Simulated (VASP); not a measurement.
# ZnS: single point with r2SCAN

ZnS:

```
CELL_PARAMETERS angstrom
0.00000 2.69409 2.69409
2.56019 0.00000 2.69409
2.56019 2.69409 0.00000
ATOMIC_POSITIONS crystal
Zn 0.00000 0.00000 0.00000
S 0.25000 0.25000 0.25000
```

This cell differs from its parent crystal: uniaxial x strain -5.0%.

```
Program             : VASP 6.6.1
Task                : single point
Functional          : r2SCAN
Potentials or basis : VASP PAW PBE potentials, release 64 (Zn, S)
Cutoff              : 520 eV
k mesh              : 8 × 8 × 8
Occupations         : gaussian, width 0.01 eV
Spin                : no spin polarisation
```

```json
{
  "Pressure": "4.5 GPa",
  "Band gap on the k mesh": "2.84 eV, direct"
}
```

Stress tensor (GPa, compression positive):
```
5.74 0.00 0.00
0.00 3.85 0.00
0.00 0.00 3.85
```

Levels at points of the mesh, in eV from the valence-band top:
```
           k point  band 7  band 8  band 9  band 10  band 11  band 12
(0.00, 0.00, 0.00)   -0.17   -0.17    0.00     2.84     6.75     6.75
(0.50, 0.00, 0.00)   -5.89   -1.24   -0.94     3.78     7.00     7.54
(0.50, 0.50, 0.00)   -5.06   -2.58   -2.45     3.59     4.54    11.89
(0.00, 0.50, 0.50)   -4.76   -2.81   -2.81     3.29     4.00    12.55
```

Run time: 67 s on 1 thread of Intel(R) Xeon(R) 6975P-C (Granite Rapids), with other jobs on the host, peak memory 0.18 GiB.

Caveat: the cell differs from its parent crystal (uniaxial x strain -5.0%); the PAW data sets were made with another functional, which shifts forces and pressure a little. A k mesh can miss the band edges.
